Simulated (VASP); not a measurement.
A run of VASP 6.6.1 is set up as follows.

INCAR

```
PREC = Accurate
ENCUT = 520
EDIFF = 1E-7
ISMEAR = 0
SIGMA = 0.05
LREAL = False
LASPH = True
NELM = 60
ALGO = Normal
ISIF = 2
LWAVE = False
LCHARG = True
LDIPOL = True
IDIPOL = 3
DIPOL = 0.5 0.5 0.323
GGA = PE
IVDW = 12
LELF = True
LVHAR = True
LVACPOTAV = True
NBANDS = 42
```

File KPOINTS:

```
regular mesh
0
Gamma
  7 5 1
```

Contents of POSCAR:

```
Ga3As3CO
1.0
    4.0137031111      0.0000000000      0.0000000000
    0.0000000000      5.6762333751      0.0000000000
    0.0000000000      0.0000000000     23.3352699083
Ga As O C
3 3 1 1
Direct
    0.5000000000      0.5000000000      0.1714143447
    0.0000000000      0.0653835255      0.2680035048
    0.5000000000      0.4894639609      0.3228546357
    0.0000000000      0.2500000000      0.1714143447
    0.5000000000      0.8102208698      0.2504948966
    0.0000000000      0.2887573198      0.3593388866
    0.1666666667      0.6220906532      0.4964703624
    0.1666666667      0.6220906532      0.5457519865
```

Potentials or basis: VASP PAW PBE potentials, release 64 (Ga_d, As, O, C).

Command:

```bash
$ cat potpaw_PBE.64/Ga_d/POTCAR potpaw_PBE.64/As/POTCAR potpaw_PBE.64/O/POTCAR potpaw_PBE.64/C/POTCAR > POTCAR
$ mpirun -np 1 vasp_std > vasp.out
```

Q: Estimate the band gap on the k mesh.

A: 0.40 eV (least direct gap 0.75 eV).

Q: What does it give for the largest force?

A: 1.110 eV/Å.

Q: Predict the dispersion energy per atom.

A: -0.158 eV.

Forces in eV/Å, atoms in the order of the input:
```
Ga   0.000 -0.311  1.032
Ga  -0.003 -0.005  0.022
Ga  -0.001  0.005  0.016
As   0.000  0.314 -1.065
As   0.000  0.007 -0.015
As  -0.003 -0.021  0.033
O    0.008  0.016  0.704
C   -0.002 -0.005 -0.726
```
